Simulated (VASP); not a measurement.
Set up this calculation in VASP 6.6.1, as the native input.

| Quantity | Value |
| --- | --- |
| Task | single point |
| Functional | PBE |
| Potentials or basis | VASP PAW PBE potentials, release 64 (Ti_sv, S) |
| Cutoff | 520 eV |
| k mesh | 8 × 8 × 1 |
| Occupations | gaussian, width 0.1 eV |
| Spin | no spin polarisation |
| Dipole correction | yes |
| Further INCAR settings | ALGO = Normal; EDIFF = 1e-07; NBANDS = 35 |

The structure of Ti4S lies in POSCAR:

```
Ti4S
1.0
    3.2553359259      0.0000000000      0.0000000000
    0.0000000000      3.2553359259      0.0000000000
    0.0000000000      0.0000000000     20.1793674375
Ti S
4 1
Direct
    0.5000000000      0.5000000000      0.1982222690
    0.0000000000      0.0000000000      0.2788822782
    0.5000000000      0.5000000000      0.3551865247
    0.0000000000      0.0000000000      0.4301109767
    0.0000000000      0.5000000000      0.5070109053
```

These files were run (other wordings do the same):

INCAR

```
PREC = Accurate
ENCUT = 520
EDIFF = 1E-7
ISMEAR = 0
SIGMA = 0.1
LREAL = False
LASPH = True
NELM = 80
ALGO = Normal
ISIF = 2
LWAVE = False
LCHARG = False
LDIPOL = True
IDIPOL = 3
DIPOL = 0.5 0.5 0.354
GGA = PE
NBANDS = 35
```

KPOINTS

```
regular mesh
0
Gamma
  8 8 1
```

Potentials or basis: VASP PAW PBE potentials, release 64 (Ti_sv, S).

The run is started by

```console
$ cat potpaw_PBE.64/Ti_sv/POTCAR potpaw_PBE.64/S/POTCAR > POTCAR
$ mpirun -np 1 vasp_std > vasp.out
```

It gave:

- Largest force: 0.718 eV/Å
- Band gap on the k mesh: zero (bands 27 and 28 overlap by 0.58 eV)

It took 6.7 min on 1 thread of Intel(R) Xeon(R) 6975P-C (Granite Rapids), with other jobs on the host, peak memory 0.37 GiB.
